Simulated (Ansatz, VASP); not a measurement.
Two plane-wave programs on Zn

File INCAR:

```
SYSTEM = Zn
ALGO = Fast ; EDIFF = 1E-6
ENCUT = 520 ; GGA = PS
ISIF = 2 ; ISMEAR = 0
LASPH = .TRUE. ; LCHARG = .TRUE.
LELF = .TRUE. ; LREAL = .FALSE.
LVHAR = .TRUE. ; LWAVE = .FALSE.
NBANDS = 12 ; NELM = 80
PREC = Accurate ; SIGMA = 0.15
```

KPOINTS

```
k-points
0
G
  20 20 20
  0 0 0
```

Contents of POSCAR:

```
Zn
1.0
   -1.5453752463      1.5300745013      1.5912774814
    1.5453752463     -1.5300745013      1.5912774814
    1.5453752463      1.5300745013     -1.5912774814
Zn
1
Direct
    0.0000000000      0.0000000000      0.0000000000
```

Input for Ansatz:

```yaml
crystal:
  lattice:
    - [-1.5453752463, 1.5300745013, 1.5912774814]
    - [1.5453752463, -1.5300745013, 1.5912774814]
    - [1.5453752463, 1.5300745013, -1.5912774814]
  atoms:
    - { symbol: Zn, position: [0.0, 0.0, 0.0] }
basis:
  ecutwfc: 520.0
kpoints:
  mp_grid: { grid: [20, 20, 20] }
hamiltonian:
  xc: pbesol
scf:
  occupations: { method: gaussian, width: 0.15 }
output:
  forces: true
  stress: true
  eigenvalues: true
```

Change from the starting cell: normal strain along x +0.0100, normal strain along z +0.0400.

Alike in both runs: task single point; functional PBEsol; k mesh 20 × 20 × 20; occupations gaussian, width 0.15 eV; no spin polarisation.

|  | VASP | Ansatz |
| --- | --- | --- |
| version | VASP 6.6.1 | Ansatz 0.2.0 |
| potentials or method | VASP PAW PBE potentials, release 64 (Zn), cutoff 520 eV | scalar-relativistic, plane waves, PAW |
| valence electrons in the cell | 12 | 12 |

Ansatz gave:

* gap on the k mesh at the Fermi level (eV): none
* pressure (GPa): -3.7
* traceless stress, the component that is largest in VASP (GPa): 0.91

Problem. Estimate VASP's values.

Solution. gap on the k mesh at the Fermi level (eV): none; pressure (GPa): -3.4; traceless stress, the component that is largest in VASP (GPa): 0.89.

VASP's potentials were made for PBE, not for PBEsol. A gap of «none» marks a metal or a gap that the smearing closes.
